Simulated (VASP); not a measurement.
# HW2C2 in VASP: relaxation of the atoms with LDA

Aim: the relaxation of the atoms of HW2C2 with LDA.

Program: VASP 6.6.1. These are calculated values, not measurements. Logs are shortened: lines on timing, memory, paths and dates and some standing lists are left out, and cuts for length are marked.

### Step 1. The cell of the first run

The cell holds a slab with vacuum, 5 atoms: a = 3.101 Å, b = 3.101 Å, c = 17.193 Å, α = 90.00°, β = 90.00°, γ = 90.00°.

### Step 2. Relaxation of the atoms, LDA

File INCAR:

```
PREC = Accurate
ENCUT = 520
EDIFF = 1E-7
ISMEAR = 1
SIGMA = 0.1
LREAL = False
LASPH = True
NELM = 120
ALGO = Normal
ISIF = 2
LWAVE = False
LCHARG = False
LDIPOL = True
IDIPOL = 3
DIPOL = 0.5 0.5 0.481
IBRION = 2
NSW = 45
EDIFFG = -0.05
GGA_COMPAT = False
NELMIN = 4
NELMDL = -8
```

File KPOINTS:

```
Automatic mesh
0
Gamma
  6 6 1
```

File POSCAR:

```
HW2C2
1.0
    3.1009234508      0.0000000000      0.0000000000
    0.0000000000      3.1009234508      0.0000000000
    0.0000000000      0.0000000000     17.1926840000
W C H
2 2 1
Selective dynamics
Direct
    0.0000000000      0.0000000000      0.3838842149  F F F
    0.5000000000      0.5000000000      0.5114200901  F F F
    0.5000000000      0.5000000000      0.3838842149  F F F
    0.0000000000      1.0000000000      0.5114200901  F F F
    1.0000000000      0.5000000000      0.6161157851  T T T
```

Potentials or basis: VASP PAW LDA potentials, release 64 (W_sv, C, H).

Launch:

```console
> cat potpaw_LDA.64/W_sv/POTCAR potpaw_LDA.64/C/POTCAR potpaw_LDA.64/H/POTCAR > POTCAR
> mpirun -np 1 vasp_std > vasp.out
```

OUTCAR:

```text
PREC = Accurate
   ENCUT = 520
   EDIFF = 1E-7
   ISMEAR = 1
   LREAL = False
   LASPH = True
   NELM = 120
   ISIF = 2
   IBRION = 2
   NSW = 45
   EDIFFG = -0.05
   NELMIN = 4
   NELMDL = -8

 ion  position               nearest neighbor table
   1  0.000  0.000  0.384-   3 2.19   3 2.19   3 2.19   3 2.19   4 2.19   2 3.10   2 3.10   2 3.10
                             2 3.10
   2  0.500  0.500  0.511-   4 2.19   4 2.19   4 2.19   4 2.19   3 2.19   1 3.10   1 3.10   1 3.10
                             1 3.10
   3  0.500  0.500  0.384-   1 2.19   1 2.19   1 2.19   1 2.19   2 2.19
   4  0.000  0.000  0.511-   2 2.19   2 2.19   2 2.19   2 2.19   1 2.19
   5  0.000  0.500  0.616-

  LATTYP: Found a simple tetragonal cell.
 ALAT       =     3.1009234508
 C/A-ratio  =     5.5443754974

  Lattice vectors:

 A1 = (   3.1009234508,   0.0000000000,   0.0000000000)
 A2 = (   0.0000000000,   3.1009234508,   0.0000000000)
 A3 = (   0.0000000000,   0.0000000000,  17.1926840000)

Analysis of symmetry for initial positions (statically):
=====================================================================
 Subroutine PRICEL returns:
 Original cell was already a primitive cell.

 Routine SETGRP: Setting up the symmetry group for a
 simple tetragonal supercell.

 Subroutine GETGRP returns: Found  4 space group operations
 (whereof  4 operations were pure point group operations)
 out of a pool of 16 trial point group operations.

The static configuration has the point symmetry C_2v.

Analysis of symmetry for dynamics (positions and initial velocities):
=====================================================================
 Subroutine PRICEL returns:
 Original cell was already a primitive cell.

 Routine SETGRP: Setting up the symmetry group for a
 simple tetragonal supercell.

 Subroutine GETGRP returns: Found  4 space group operations
 (whereof  4 operations were pure point group operations)
 out of a pool of 16 trial point group operations.

The dynamic configuration has the point symmetry C_2v.

Analysis of constrained symmetry for selective dynamics:
=====================================================================
 Subroutine PRICEL returns:
 Original cell was already a primitive cell.

 Routine SETGRP: Setting up the symmetry group for a
[... 135 lines left out ...]
 non-spin polarized calculation
 Methfessel and Paxton  Order N= 1 SIGMA  =   0.10
  energy-cutoff  :      520.00
  volume of cell :      165.32
 maximum number of plane-waves:      4488
   NGX = 11   NGY = 11   NGZ = 63

 dipolmoment           0.000000      0.000000     -0.201523 electrons x Angstroem

--------------------------------------- Ionic step        1  -------------------------------------------

 number of electron      37.0000005 magnetization

 Free energy of the ion-electron system (eV)
  ---------------------------------------------------
  ext. energy  EPLUGINS =         0.00000000
  ---------------------------------------------------
  free energy    TOTEN  =       -47.86757164 eV

  energy without entropy =      -47.86785732  energy(sigma->0) =      -47.86766686

------------------------ aborting loop because EDIFF is reached ----------------------------------------

  FORCE on cell =-STRESS in cart. coord.  units (eV):
  Direction    XX          YY          ZZ          XY          YZ          ZX
  --------------------------------------------------------------------------------------
  -------------------------------------------------------------------------------------
  Total      -13.5823986     -9.7349282     -9.0045472      0.0000000      0.0000000      0.0000000
  in kB     -131.6319399    -94.3447119    -87.2663251      0.0000000      0.0000000      0.0000000
  external PRESSURE =    -104.4143257 kB  Pullay stress =       0.0000000 kB
[... 145 lines left out ...]
 number of electron      37.0000005 magnetization

------------------------ aborting loop because EDIFF is reached ----------------------------------------

 vacuum level on the upper side and lower side of the slab       (xc-potential included)        -0.019        -0.288

  FORCE on cell =-STRESS in cart. coord.  units (eV):
  Direction    XX          YY          ZZ          XY          YZ          ZX
  --------------------------------------------------------------------------------------
  -------------------------------------------------------------------------------------
  Total      -12.4368121     -9.0815092     -6.7803890      0.0000000      0.0000000      0.0000000
  in kB     -120.5296465    -88.0121924    -65.7112036      0.0000000      0.0000000      0.0000000
  external PRESSURE =     -91.4176808 kB  Pullay stress =       0.0000000 kB
[... 26 lines left out ...]
--------------------------------------- Ionic step        6  -------------------------------------------

 number of electron      37.0000005 magnetization

 dipolmoment           0.000000      0.000000      0.013606 electrons x Angstroem

 Free energy of the ion-electron system (eV)
  ---------------------------------------------------
  ext. energy  EPLUGINS =         0.00000000
  ---------------------------------------------------
  free energy    TOTEN  =       -48.26793441 eV

  energy without entropy =      -48.27048186  energy(sigma->0) =      -48.26878356

 E-fermi :  -0.3061     XC(G=0):  -4.9496

 val. band max:       -0.3724845232   @ k =   0.3333   0.0000   0.0000
 cond. band min:      -0.2484167172   @ k =   0.0000   0.0000   0.0000
 fundamental gap:      0.1240678060
 Fermi energy:        -0.3061088514

 k-point     1 :       0.0000    0.0000    0.0000
  band No.  band energies     occupation
      1     -75.0781      2.00000
      2     -74.9850      2.00000
      3     -39.5400      2.00000
      4     -39.5179      2.00000
      5     -39.5143      2.00000
      6     -39.3742      2.00000
[... 389 lines left out ...]
     21       1.8188      0.00000
     22       1.8946      0.00000

------------------------ aborting loop because EDIFF is reached ----------------------------------------

 vacuum level on the upper side and lower side of the slab       (xc-potential included)         0.115        -0.133

  FORCE on cell =-STRESS in cart. coord.  units (eV):
  Direction    XX          YY          ZZ          XY          YZ          ZX
  --------------------------------------------------------------------------------------
  -------------------------------------------------------------------------------------
  Total      -12.3041448     -9.0563190     -6.6330085      0.0000000      0.0000000      0.0000000
  in kB     -119.2439202    -87.7680646    -64.2828854      0.0000000      0.0000000      0.0000000
  external PRESSURE =     -90.4316234 kB  Pullay stress =       0.0000000 kB
[... 20 lines left out ...]
  FREE ENERGIE OF THE ION-ELECTRON SYSTEM (eV)
  ---------------------------------------------------
  free  energy   TOTEN  =       -48.2679344056 eV

  energy  without entropy=      -48.2704818551  energy(sigma->0) =      -48.26878356

 reached required accuracy - stopping structural energy minimisation

 vacuum level on the upper side and lower side of the slab         4.603         4.348
```

OSZICAR:

```text
N       E                     dE             d eps       ncg     rms          rms(c)
DAV:   1     0.332002449037E+03    0.33200E+03   -0.21483E+04   888   0.146E+03
DAV:   2    -0.334470371370E+02   -0.36545E+03   -0.36130E+03   902   0.392E+02
DAV:   3    -0.546883783959E+02   -0.21241E+02   -0.21048E+02   880   0.913E+01
[... 104 lines left out ...]
DAV:   4    -0.482679382916E+02    0.12668E-03   -0.14915E-03   966   0.260E-01    0.159E-02
DAV:   5    -0.482679345187E+02    0.37730E-05   -0.59302E-05   840   0.558E-02    0.664E-03
DAV:   6    -0.482679345191E+02   -0.48749E-09   -0.45818E-06   926   0.130E-02    0.304E-03
DAV:   7    -0.482679343709E+02    0.14822E-06   -0.10997E-06   746   0.750E-03    0.781E-04
DAV:   8    -0.482679344056E+02   -0.34721E-07   -0.11382E-07   526   0.301E-03
   6 F= -.48267934E+02 E0= -.48268784E+02  d E =-.400363E+00
```

It took 5 min on 1 thread of Intel Xeon Platinum 8488C (Sapphire Rapids), shared host; peak memory 0.25 GiB.

Results:

| Property | Result |
| --- | --- |
| Free energy | -48.2679 eV |
| Energy gained by relaxing | 80.1 meV/atom |
| Ionic steps | 6 |
| Band gap on the k mesh | zero (an odd number of electrons rules out a gap without spin polarisation) |

The path:
```tsv
step	energy change (eV)	largest force on free atoms (eV/Å)	pressure (GPa)
1	0.0000	1.3067	-10.44
2	-0.0807	1.2493	-10.32
3	-0.2878	0.8779	-9.86
4	-0.3528	0.6966	-8.40
5	-0.3987	0.1205	-9.14
6	-0.4004	0.0108	-9.04
```

Final structure:
```yaml
crystal:
  lattice:
    - [3.10092, 0.00000, 0.00000]
    - [0.00000, 3.10092, 0.00000]
    - [0.00000, 0.00000, 17.19268]
  atoms:
    - { symbol: W, position: [0.00000, 0.00000, 0.38388] }
    - { symbol: W, position: [0.50000, 0.50000, 0.51142] }
    - { symbol: C, position: [0.50000, 0.50000, 0.38388] }
    - { symbol: C, position: [0.00000, 0.00000, 0.51142] }
    - { symbol: H, position: [0.00000, 0.50000, 0.58775] }
```

Caveat: spin-orbit coupling is left out, which moves the levels of the heavy elements.
